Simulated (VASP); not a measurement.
# PbSe (Clausthalite) (Fm-3m) in VASP: settings compared, part 2 of 2

VASP 6.6.1.

## 3. Single point, PBE

This run uses another cell than the first one, of 28.93 Å³/atom, 1.004 times its volume.

INCAR

```
SYSTEM = PbSe
  PREC = Accurate
  ENCUT = 500
  EDIFF = 1E-6
  ISMEAR = 0
  SIGMA = 0.01
  LREAL = .False.
  LASPH = .True.
  NELM = 120
  ALGO = Normal
  ISIF = 2
  LWAVE = .False.
  LCHARG = .True.
  GGA = PE
  LELF = .True.
  LVHAR = .True.
  NBANDS = 17
  GGA_COMPAT = .False.
```

KPOINTS

```
regular mesh
0
Gamma
  4 4 4
  0 0 0
```

POSCAR

```
PbSe
1.0
    0.0000000000      3.0696893642      3.0696893642
    3.0696893642      0.0000000000      3.0696893642
    3.0696893642      3.0696893642      0.0000000000
Pb Se
1 1
Direct
    0.0000000000      0.0000000000      0.0000000000
    0.5000000000      0.5000000000      0.5000000000
```

Potentials or basis: VASP PAW PBE potentials, release 64 (Pb_d, Se).

Run with:

```
$ cat potpaw_PBE.64/Pb_d/POTCAR potpaw_PBE.64/Se/POTCAR > POTCAR
$ mpirun -np 1 vasp_std > vasp.out
```

OUTCAR:

```text
SYSTEM = PbSe
   PREC = Accurate
   ENCUT = 500
   EDIFF = 1E-6
   ISMEAR = 0
   LREAL = .False.
   LASPH = .True.
   NELM = 120
   ISIF = 2
   GGA = PE

 ion  position               nearest neighbor table
   1  0.000  0.000  0.000-   2 3.07   2 3.07   2 3.07   2 3.07   2 3.07   2 3.07
   2  0.500  0.500  0.500-   1 3.07   1 3.07   1 3.07   1 3.07   1 3.07   1 3.07

  LATTYP: Found a face centered cubic cell.
 ALAT       =     6.1393787284

  Lattice vectors:

 A1 = (   0.0000000000,   3.0696893642,   3.0696893642)
 A2 = (   3.0696893642,   0.0000000000,   3.0696893642)
 A3 = (   3.0696893642,   3.0696893642,   0.0000000000)

Analysis of symmetry for initial positions (statically):
=====================================================================
 Subroutine PRICEL returns:
 Original cell was already a primitive cell.

 Routine SETGRP: Setting up the symmetry group for a
 face centered cubic supercell.

 Subroutine GETGRP returns: Found 48 space group operations
 (whereof 48 operations were pure point group operations)
 out of a pool of 48 trial point group operations.

The static configuration has the point symmetry O_h .

Analysis of symmetry for dynamics (positions and initial velocities):
=====================================================================
 Subroutine PRICEL returns:
 Original cell was already a primitive cell.

 Routine SETGRP: Setting up the symmetry group for a
 face centered cubic supercell.

 Subroutine GETGRP returns: Found 48 space group operations
 (whereof 48 operations were pure point group operations)
 out of a pool of 48 trial point group operations.

The dynamic configuration has the point symmetry O_h .

 Subroutine INISYM returns: Found 48 space group operations
 (whereof 48 operations are pure point group operations),
 and found     1 'primitive' translations

----------------------------------------------------------------------------------------

                                     Primitive cell

  volume of cell :      57.8513

  direct lattice vectors                    reciprocal lattice vectors
     0.000000000  3.069689364  3.069689364    -0.162882931  0.162882931  0.162882931
     3.069689364  0.000000000  3.069689364     0.162882931 -0.162882931  0.162882931
     3.069689364  3.069689364  0.000000000     0.162882931  0.162882931 -0.162882931

  length of vectors
     4.341196331  4.341196331  4.341196331     0.282121512  0.282121512  0.282121512

  position of ions in fractional coordinates (direct lattice)
     0.000000000  0.000000000  0.000000000
     0.500000000  0.500000000  0.500000000

  ion indices of the primitive-cell ions
   primitive index   ion index
                 1           1
                 2           2

----------------------------------------------------------------------------------------

 KPOINTS: regular mesh

Automatic generation of k-mesh.
 Grid dimensions read from file:
 generate k-points for:    4    4    4

 Generating k-lattice:

  Cartesian coordinates                     Fractional coordinates (reciprocal lattice)
    -0.040720733  0.040720733  0.040720733     0.250000000  0.000000000  0.000000000
     0.040720733 -0.040720733  0.040720733     0.000000000  0.250000000  0.000000000
     0.040720733  0.040720733 -0.040720733     0.000000000  0.000000000  0.250000000

  Length of vectors
     0.070530378  0.070530378  0.070530378

  Shift w.r.t. Gamma in fractional coordinates (k-lattice)
     0.000000000  0.000000000  0.000000000

 Subroutine IBZKPT returns following result:
 ===========================================

 Found      8 irreducible k-points:

 Following reciprocal coordinates:
            Coordinates               Weight
  0.000000  0.000000  0.000000      1.000000
  0.250000  0.000000  0.000000      8.000000
  0.500000  0.000000  0.000000      4.000000
  0.250000  0.250000  0.000000      6.000000
  0.500000  0.250000  0.000000     24.000000
 -0.250000  0.250000  0.000000     12.000000
  0.500000  0.500000  0.000000      3.000000
 -0.250000  0.500000  0.250000      6.000000
   k-points           NKPTS =      8   k-points in BZ     NKDIM =      8   number of bands    NBANDS=     17
   number of dos      NEDOS =    301   number of ions     NIONS =      2
   total plane-waves  NPLWV =  32768
   dimension x,y,z NGX =    32 NGY =   32 NGZ =   32
   dimension x,y,z NGXF=    64 NGYF=   64 NGZF=   64
   ions per type =               1   1
   NGX,Y,Z   is equivalent  to a cutoff of  12.25, 12.25, 12.25 a.u.
   NGXF,Y,Z  is equivalent  to a cutoff of  24.51, 24.51, 24.51 a.u.
 SYSTEM =  PbSe
   PREC   = accura    normal or accurate (medium, high low for compatibility)
   ISTART =      0    job   : 0-new  1-cont  2-samecut
   ICHARG =      2    charge: 1-file 2-atom 10-const
   ISPIN  =      1    spin polarized calculation?
   LNONCOLLINEAR =      F non collinear calculations
   LSORBIT =      F    spin-orbit coupling
   LASPH  =      T    aspherical Exc in radial PAW
   ENCUT  =  500.0 eV  36.75 Ry    6.06 a.u.   7.92  7.92  7.92*2*pi/ulx,y,z
   NELM   =    120;   NELMIN=  2; NELMDL= -5     # of ELM steps
   EDIFF  = 0.1E-05   stopping-criterion for ELM
   LREAL  =      F    real-space projection
   EDIFFG = 0.1E-04   stopping-criterion for IOM
   NSW    =      0    number of steps for IOM
   IBRION =     -1    ionic relax: 0-MD 1-quasi-New 2-CG
   NFREE  =      0    steps in history (QN), initial steepest desc. (CG)
   ISIF   =      2    stress and relaxation
   ISYM   =      2    0-nonsym 1-usesym 2-fastsym
   POTIM  = 0.5000    time-step for ionic-motion
   TEBEG  =    0.0;   TEEND  =   0.0 temperature during run
   PSTRESS=    0.0 pullay stress
   NELECT =      20.0000    total number of electrons
   NUPDOWN=      -1.0000    fix difference up-down
   EMIN   =  10.00;   EMAX   =-10.00  energy-range for DOS
   EFERMI =   0.00;   METHOD = LEGACY
   ISMEAR =     0;   SIGMA  =   0.01  broadening in eV -4-tet -1-fermi 0-gaus
   EFERMI_NEDOS =   21; number of points for ismear=-14 and -15
   IALGO  =     38    algorithm
   IMIX   =      4    mixing-type and parameters
     AMIX     =   0.40;   BMIX     =  1.00
     AMIX_MAG =   1.60;   BMIX_MAG =  1.00
  volume/ion in A,a.u.               =      28.93       195.20
  Fermi-wavevector in a.u.,A,eV,Ry     =   1.148983  2.171264 17.961904  1.320163
  Thomas-Fermi vector in A             =   2.285655
   LORBIT       =      0    0 simple, 1 ext, 2 COOP (PROOUT), +10 PAW based schemes
   GGA     = PE    functional components
   LHFCALC =     F    Hartree Fock is set to
   AEXX    =    0.0000 exact exchange contribution
   IVDW    =     0    specifies the selected vdW correction
   LEPSILON=     F    determine dielectric tensor
   LRPA    =     F    only Hartree local field effects (RPA)
 non-spin polarized calculation
 Gauss-broadening in eV      SIGMA  =   0.01
  energy-cutoff  :      500.00
  volume of cell :       57.85
 maximum number of plane-waves:      1480
   NGX = 15   NGY = 15   NGZ = 15

 number of electron      19.9999997 magnetization

 Free energy of the ion-electron system (eV)
  ---------------------------------------------------
  ext. energy  EPLUGINS =         0.00000000
  ---------------------------------------------------
  free energy    TOTEN  =        -8.17547534 eV

  energy without entropy =       -8.17547534  energy(sigma->0) =       -8.17547534

 E-fermi :   5.0002     XC(G=0):  -9.4928

 val. band max:        4.9490861063   @ k =   0.5000   0.0000   0.0000
 cond. band min:       5.2700405170   @ k =   0.5000   0.0000   0.0000
 fundamental gap:      0.3209544108
 Fermi energy:         5.0001670460

 k-point     1 :       0.0000    0.0000    0.0000
  band No.  band energies     occupation
      1     -11.8654      2.00000
      2     -11.8654      2.00000
      3     -11.8654      2.00000
      4     -11.8613      2.00000
      5     -11.8613      2.00000
      6      -8.5633      2.00000
[... 9 lines left out ...]
     16      11.4930      0.00000
     17      13.1505      0.00000
[... 121 lines left out ...]
 k-point     8 :      -0.2500    0.5000    0.2500
  band No.  band energies     occupation
      1     -11.9484      2.00000
      2     -11.8615      2.00000
      3     -11.8534      2.00000
      4     -11.8534      2.00000
      5     -11.8222      2.00000
      6      -7.1322      2.00000
[... 9 lines left out ...]
     16      16.7177      0.00000
     17      17.5915      0.00000

------------------------ aborting loop because EDIFF is reached ----------------------------------------

  FORCE on cell =-STRESS in cart. coord.  units (eV):
  Direction    XX          YY          ZZ          XY          YZ          ZX
  --------------------------------------------------------------------------------------
  -------------------------------------------------------------------------------------
  Total        0.6945502      0.6945502      0.6945502      0.0000000      0.0000000     -0.0000000
  in kB       19.2353881     19.2353881     19.2353881      0.0000000      0.0000000     -0.0000000
  external PRESSURE =      19.2353881 kB  Pullay stress =       0.0000000 kB

 VOLUME and BASIS-vectors are now :
 -----------------------------------------------------------------------------
  energy-cutoff  :      500.00
  volume of cell :       57.85
      direct lattice vectors                 reciprocal lattice vectors
     0.000000000  3.069689364  3.069689364    -0.162882931  0.162882931  0.162882931
     3.069689364  0.000000000  3.069689364     0.162882931 -0.162882931  0.162882931
     3.069689364  3.069689364  0.000000000     0.162882931  0.162882931 -0.162882931

 POSITION                                       TOTAL-FORCE (eV/Angst)
 -----------------------------------------------------------------------------------
      0.00000      0.00000      0.00000        -0.000000     -0.000000      0.000000
      3.06969      3.06969      3.06969         0.000000      0.000000     -0.000000
 -----------------------------------------------------------------------------------
    total drift:                                0.000000     -0.000000     -0.000000

  FREE ENERGIE OF THE ION-ELECTRON SYSTEM (eV)
  ---------------------------------------------------
  free  energy   TOTEN  =        -8.1754753395 eV

  energy  without entropy=       -8.1754753395  energy(sigma->0) =       -8.17547534
```

It took 10 s on 1 thread of AMD EPYC 7R13 (Zen 3), shared host; peak memory 0.14 GiB.

What came out:

```yaml
Free_energy: -8.1755 eV
Pressure: 1.9 GPa
Band_gap_on_the_k_mesh: 0.32 eV, direct
```

Levels at points of the mesh, in eV from the valence-band top:
```
           k point  band 6  band 7  band 8  band 9  band 10  band 11  band 12  band 13  band 14  band 15
(0.00, 0.00, 0.00)  -13.51   -6.31   -1.83   -1.83    -1.83     4.70     4.70     4.70     6.54     6.54
(0.50, 0.00, 0.00)  -12.47   -8.75   -1.43   -1.43     0.00     0.32     1.73     1.73     8.54    10.16
(0.50, 0.50, 0.00)  -12.11   -7.36   -4.90   -3.17    -3.17     3.74     5.59     5.59     6.02    11.28
```

Caveat: the k points lie up to 0.44 Å⁻¹ apart; spin-orbit coupling is left out, which moves the levels of the heavy elements.
